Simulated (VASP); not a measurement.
BAs:

```xyz
2
Lattice="0.0000 2.3885 2.3885 2.3885 0.0000 2.3885 2.3885 2.3885 0.0000" Properties=species:S:1:pos:R:3 pbc="T T T"
As    3.5827    3.5827    3.5827
B     0.0000    0.0000    0.0000
```

```yaml
Program: VASP 6.6.1
Task: relaxation of cell and atoms
Functional: BLYP
Potentials_or_basis: VASP PAW PBE potentials, release 64 (As, B)
Cutoff: 600 eV
k_mesh: 10 × 10 × 10
Occupations: fermi-dirac, width 0.05 eV
Spin: no spin polarisation
```

At the start: pressure 8.7 GPa; volume 13.63 Å³/atom.

Where does the relaxation end?

Over 3 steps the energy falls by 23.3 meV/atom and the volume is 14.54 Å³/atom (+6.7 %); space group F-43m (No. 216, to 0.05 Å).

The path:
```
step  energy change (eV)  largest force (eV/Å)  pressure (GPa)  volume (Å³)
   1              0.0000                0.0000            8.68        27.25
   2             -0.0298                0.0000           -4.32        30.27
   3             -0.0466                0.0000           -0.01        29.07
```

Final structure:
```
As B
1.0
     0.00000    2.44059    2.44059
     2.44059    0.00000    2.44059
     2.44059    2.44059    0.00000
As B
1 1
Cartesian
  3.6609 3.6609 3.6609
  0.0000 0.0000 0.0000
```

Caveat: the PAW data sets were made with another functional, which shifts forces and pressure a little.
